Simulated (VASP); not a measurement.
# Nb in VASP: single point with LDA

Aim: the single point of Nb with LDA.

Everything below comes from runs of VASP 6.6.1. Logs are shortened: lines on timing, memory, paths and dates and some standing lists are left out, and cuts for length are marked.

**1. The cell of the first run**

The cell holds a single atom in a box, 1 atom: a = 14.000 Å, b = 14.400 Å, c = 14.800 Å, α = 90.00°, β = 90.00°, γ = 90.00°.

**2. Single point, LDA, collinear spin**

The input, INCAR:

```
  PREC = Accurate
  ENCUT = 400
  EDIFF = 1E-6
  ISMEAR = -1
  SIGMA = 0.01
  LREAL = False
  LASPH = True
  NELM = 200
  ALGO = Normal
  ISIF = 2
  LWAVE = False
  LCHARG = True
  ISPIN = 2
  MAGMOM = 7
  LORBIT = 11
  LMAXMIX = 4
  LELF = True
  LVHAR = True
  ISYM = 0
  NBANDS = 16
  GGA_COMPAT = False
```

The input, KPOINTS:

```
Automatic mesh
0
Gamma
  1 1 1
```

The input, POSCAR:

```
Nb
1.0
   14.0000000000      0.0000000000      0.0000000000
    0.0000000000     14.4000000000      0.0000000000
    0.0000000000      0.0000000000     14.8000000000
Nb
1
Direct
    0.5000000000      0.5000000000      0.5000000000
```

Potentials or basis: VASP PAW LDA potentials, release 64 (Nb_sv).

The run is started by

```
$ cat potpaw_LDA.64/Nb_sv/POTCAR > POTCAR
$ mpirun -np 1 vasp_gam > vasp.out
```

OUTCAR:

```text
PREC = Accurate
   ENCUT = 400
   EDIFF = 1E-6
   ISMEAR = -1
   LREAL = False
   LASPH = True
   NELM = 200
   ISIF = 2
   ISPIN = 2
   LORBIT = 11
   ISYM = 0

 ion  position               nearest neighbor table
   1  0.500  0.500  0.500-

IMPORTANT INFORMATION: All symmetrisations will be switched off!
NOSYMM: (Re-)initialisation of all symmetry stuff for point group C_1.

----------------------------------------------------------------------------------------

                                     Primitive cell

  volume of cell :    2983.6800

  direct lattice vectors                    reciprocal lattice vectors
    14.000000000  0.000000000  0.000000000     0.071428571  0.000000000  0.000000000
     0.000000000 14.400000000  0.000000000     0.000000000  0.069444444  0.000000000
     0.000000000  0.000000000 14.800000000     0.000000000  0.000000000  0.067567568

  length of vectors
    14.000000000 14.400000000 14.800000000     0.071428571  0.069444444  0.067567568

  position of ions in fractional coordinates (direct lattice)
     0.500000000  0.500000000  0.500000000

  ion indices of the primitive-cell ions
   primitive index   ion index
                 1           1

----------------------------------------------------------------------------------------

 KPOINTS: Automatic mesh

Automatic generation of k-mesh.
 Grid dimensions read from file:
 generate k-points for:    1    1    1

 Generating k-lattice:

  Cartesian coordinates                     Fractional coordinates (reciprocal lattice)
     0.071428571  0.000000000  0.000000000     1.000000000  0.000000000  0.000000000
     0.000000000  0.069444444  0.000000000     0.000000000  1.000000000  0.000000000
     0.000000000  0.000000000  0.067567568     0.000000000  0.000000000  1.000000000

  Length of vectors
     0.071428571  0.069444444  0.067567568

  Shift w.r.t. Gamma in fractional coordinates (k-lattice)
     0.000000000  0.000000000  0.000000000

 Subroutine IBZKPT returns following result:
 ===========================================

 Found      1 irreducible k-points:

 Following reciprocal coordinates:
            Coordinates               Weight
  0.000000  0.000000  0.000000      1.000000
   k-points           NKPTS =      1   k-points in BZ     NKDIM =      1   number of bands    NBANDS=     16
   number of dos      NEDOS =    301   number of ions     NIONS =      1
   total plane-waves  NPLWV = 903168
   dimension x,y,z NGX =    96 NGY =   96 NGZ =   98
   dimension x,y,z NGXF=   192 NGYF=  192 NGZF=  196
   ions per type =               1
   NGX,Y,Z   is equivalent  to a cutoff of  11.40, 11.08, 11.01 a.u.
   NGXF,Y,Z  is equivalent  to a cutoff of  22.80, 22.17, 22.02 a.u.
 SYSTEM =  unknown system
   PREC   = accura    normal or accurate (medium, high low for compatibility)
   ISTART =      0    job   : 0-new  1-cont  2-samecut
   ICHARG =      2    charge: 1-file 2-atom 10-const
   ISPIN  =      2    spin polarized calculation?
   LNONCOLLINEAR =      F non collinear calculations
   LSORBIT =      F    spin-orbit coupling
   LASPH  =      T    aspherical Exc in radial PAW
   ENCUT  =  400.0 eV  29.40 Ry    5.42 a.u.  22.83 23.48 24.14*2*pi/ulx,y,z
   NELM   =    200;   NELMIN=  2; NELMDL= -5     # of ELM steps
   EDIFF  = 0.1E-05   stopping-criterion for ELM
   LREAL  =      F    real-space projection
   EDIFFG = 0.1E-04   stopping-criterion for IOM
   NSW    =      0    number of steps for IOM
   IBRION =     -1    ionic relax: 0-MD 1-quasi-New 2-CG
   NFREE  =      0    steps in history (QN), initial steepest desc. (CG)
   ISIF   =      2    stress and relaxation
   ISYM   =      0    0-nonsym 1-usesym 2-fastsym
   POTIM  = 0.5000    time-step for ionic-motion
   TEBEG  =    0.0;   TEEND  =   0.0 temperature during run
   PSTRESS=    0.0 pullay stress
   NELECT =      13.0000    total number of electrons
   NUPDOWN=      -1.0000    fix difference up-down
   EMIN   =  10.00;   EMAX   =-10.00  energy-range for DOS
   EFERMI =   0.00;   METHOD = LEGACY
   ISMEAR =    -1;   SIGMA  =   0.01  broadening in eV -4-tet -1-fermi 0-gaus
   EFERMI_NEDOS =   21; number of points for ismear=-14 and -15
   IALGO  =     38    algorithm
   IMIX   =      4    mixing-type and parameters
     AMIX     =   0.40;   BMIX     =  1.00
     AMIX_MAG =   1.60;   BMIX_MAG =  1.00
  volume/ion in A,a.u.               =    2983.68     20134.87
  Fermi-wavevector in a.u.,A,eV,Ry     =   0.267386  0.505286  0.972752  0.071495
  Thomas-Fermi vector in A             =   1.102613
   LORBIT       =     11    0 simple, 1 ext, 2 COOP (PROOUT), +10 PAW based schemes
   GGA     = CA    functional components
   LHFCALC =     F    Hartree Fock is set to
   AEXX    =    0.0000 exact exchange contribution
   IVDW    =     0    specifies the selected vdW correction
   LEPSILON=     F    determine dielectric tensor
   LRPA    =     F    only Hartree local field effects (RPA)
 spin polarized calculation
  energy-cutoff  :      400.00
  volume of cell :     2983.68
 maximum number of plane-waves:     27122
 NGX is ok and might be reduce to    90
   NGX = 45   NGY = 47   NGZ = 49

 number of electron      13.0000003 magnetization       5.0001061

 Free energy of the ion-electron system (eV)
  ---------------------------------------------------
  ext. energy  EPLUGINS =         0.00000000
  ---------------------------------------------------
  free energy    TOTEN  =        -2.64596999 eV

  energy without entropy =       -2.63205140  energy(sigma->0) =       -2.63901069

 E-fermi :  -3.6396     XC(G=0):  -0.4290

 val. band max:       -3.6395970035   @ k =   0.0000   0.0000   0.0000
 cond. band min:      -3.6395408327   @ k =   0.0000   0.0000   0.0000
 fundamental gap:      0.0000561709
 Fermi energy:        -3.6395572543

 spin component 1

 k-point     1 :       0.0000    0.0000    0.0000
  band No.  band energies     occupation
      1     -58.5046      1.00000
      2     -34.8684      1.00000
      3     -34.8684      1.00000
      4     -34.8683      1.00000
      5      -4.5340      1.00000
      6      -3.7250      0.99981
[... 8 lines left out ...]
     15       0.5652      0.00000
     16       0.5949      0.00000
 Fermi energy:        -3.6395572543

 spin component 2

 k-point     1 :       0.0000    0.0000    0.0000
  band No.  band energies     occupation
      1     -56.7658      1.00000
      2     -32.9241      1.00000
      3     -32.9240      1.00000
      4     -32.9240      1.00000
      5      -2.5271      0.00000
      6      -1.4815      0.00000
[... 8 lines left out ...]
     15       0.6303      0.00000
     16       0.6709      0.00000

------------------------ aborting loop because EDIFF is reached ----------------------------------------

  FORCE on cell =-STRESS in cart. coord.  units (eV):
  Direction    XX          YY          ZZ          XY          YZ          ZX
  --------------------------------------------------------------------------------------
  -------------------------------------------------------------------------------------
  Total       -0.0755890     -0.0716854     -0.0810842      0.0052392      0.0004205      0.0000278
  in kB       -0.0405898     -0.0384936     -0.0435406      0.0028134      0.0002258      0.0000149
  external PRESSURE =      -0.0408747 kB  Pullay stress =       0.0000000 kB

 VOLUME and BASIS-vectors are now :
 -----------------------------------------------------------------------------
  energy-cutoff  :      400.00
  volume of cell :     2983.68
      direct lattice vectors                 reciprocal lattice vectors
    14.000000000  0.000000000  0.000000000     0.071428571  0.000000000  0.000000000
     0.000000000 14.400000000  0.000000000     0.000000000  0.069444444  0.000000000
     0.000000000  0.000000000 14.800000000     0.000000000  0.000000000  0.067567568

 POSITION                                       TOTAL-FORCE (eV/Angst)
 -----------------------------------------------------------------------------------
      7.00000      7.20000      7.40000        -0.000002     -0.000002     -0.000002
 -----------------------------------------------------------------------------------
    total drift:                               -0.000002     -0.000002     -0.000002

  FREE ENERGIE OF THE ION-ELECTRON SYSTEM (eV)
  ---------------------------------------------------
  free  energy   TOTEN  =        -2.6459699865 eV

  energy  without entropy=       -2.6320513974  energy(sigma->0) =       -2.63901069

 total charge

# of ion       s       p       d       tot
------------------------------------------
    1        2.159   5.852   2.750  10.761

 magnetization (x)

# of ion       s       p       d       tot
------------------------------------------
    1        0.173  -0.000   2.750   2.923
```

OSZICAR:

```text
N       E                     dE             d eps       ncg     rms          rms(c)
DAV:   1     0.233316074983E+03    0.23332E+03   -0.28170E+03    72   0.333E+02
DAV:   2     0.762842274588E+02   -0.15703E+03   -0.14703E+03   120   0.809E+01
[... 52 lines left out ...]
DAV:  55    -0.264594889355E+01   -0.14016E-04   -0.16283E-06    72   0.811E-03    0.303E-03
DAV:  56    -0.264596047088E+01   -0.11577E-04   -0.52854E-07    64   0.477E-03    0.302E-03
DAV:  57    -0.264596369787E+01   -0.32270E-05   -0.33665E-07   104   0.427E-03    0.615E-03
DAV:  58    -0.264596785398E+01   -0.41561E-05   -0.18006E-07    64   0.320E-03    0.605E-03
DAV:  59    -0.264596909301E+01   -0.12390E-05   -0.66888E-08    64   0.191E-03    0.529E-03
DAV:  60    -0.264596998647E+01   -0.89346E-06   -0.13653E-07    72   0.268E-03
   1 F= -.26459700E+01 E0= -.26390107E+01  d E =-.139186E-01  mag=     5.0001
```

stdout:

```text
POSCAR found type information on POSCAR Nb
 POSCAR found :  1 types and       1 ions
 scaLAPACK will be used
 LDA part: xc-table for (Slater(with rela. corr.)+CA(PZ))
 , standard interpolation
 POSCAR, INCAR and KPOINTS ok, starting setup
 FFT: planning ... GRIDC
 FFT: planning ... GRID_SOFT
 FFT: planning ... GRID
 WAVECAR not read
 entering main loop
```

It took 10 min on 1 thread of Intel Xeon Platinum 8259CL at 2.50GHz (Skylake/Cascade Lake), shared host; peak memory 1.2 GiB.

Results:

```
Free energy                                           : -2.6460 eV
Pressure                                              : 0.0 GPa
Band gap on the k mesh                                : zero (filled and empty bands touch)
Net moment                                            : 5.00 μB per cell
Site moments                                          : Nb +2.92 μB
Valence electrons inside the program's atomic spheres : Nb 10.76
```
